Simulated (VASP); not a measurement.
BaS:

```xyz
2
Lattice="0.0000 3.1506 3.1506 3.1506 0.0000 3.1506 3.1506 3.1506 0.0000" Properties=species:S:1:pos:R:3 pbc="T T T"
Ba    0.0000    0.0000    0.0000
S     3.1506    3.1506    3.1506
```

Base run:

| Property | Result |
| --- | --- |
| Program | VASP 6.6.1 |
| Functional | r2SCAN |
| Potentials or basis | VASP PAW PBE potentials, release 64 (Ba_sv, S) |
| Cutoff | 520 eV |
| k mesh | 7 × 7 × 7 |
| Occupations | fermi-dirac, width 0.05 eV |
| Spin | no spin polarisation |

Its results: band gap on the k mesh 2.45 eV, indirect (least direct gap 2.57 eV); pressure 3.7 GPa.

Question: The run is repeated on the same cell with these changes: functional from r2SCAN to LDA; potentials or basis from VASP PAW PBE potentials, release 64 (Ba_sv, S) to VASP PAW LDA potentials, release 64 (Ba_sv, S). What comes out?

Answer: Band gap on the k mesh 1.89 eV, indirect (least direct gap 2.02 eV); pressure 0.0 GPa.

Caveats: spin-orbit coupling is left out, which moves the levels of the heavy elements; the PAW data sets were made with another functional, which shifts forces and pressure a little (some runs).

A k mesh can miss the band edges.
